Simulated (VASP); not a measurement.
## Rh: single point with PBE

Crystal: Rh.

```xyz
1
Lattice="0.0000 1.7399 1.7399 1.7399 0.0000 1.7399 1.7399 1.7399 0.0000" Properties=species:S:1:pos:R:3 pbc="T T T"
Rh    0.0000    0.0000    0.0000
```

This cell differs from its parent crystal: volume scaled by 0.75.

```
Program                : VASP 6.6.1
Task                   : single point
Functional             : PBE
Potentials or basis    : VASP PAW PBE potentials, release 64 (Rh_pv)
Cutoff                 : 520 eV
k mesh                 : 17 × 17 × 17
Occupations            : fermi-dirac, width 0.05 eV
Spin                   : no spin polarisation
Dipole correction      : no
Further INCAR settings : ALGO = Normal; EDIFF = 1e-06; NBANDS = 14
```

```yaml
Pressure: 153.5 GPa
```

Levels at points of the mesh, in eV from the Fermi level:
```csv
k point,band 3,band 4,band 5,band 6,band 7,band 8,band 9,band 10,band 11,band 12
"(0.00, 0.00, 0.00)",-46.87,-10.00,-4.65,-4.65,-4.65,-1.49,-1.49,15.36,19.76,22.46
```

Wall time 10 s on 1 thread of AMD EPYC 9R45 96-Core Processor (Zen 5), with other jobs on the host, peak memory 0.1 GiB.
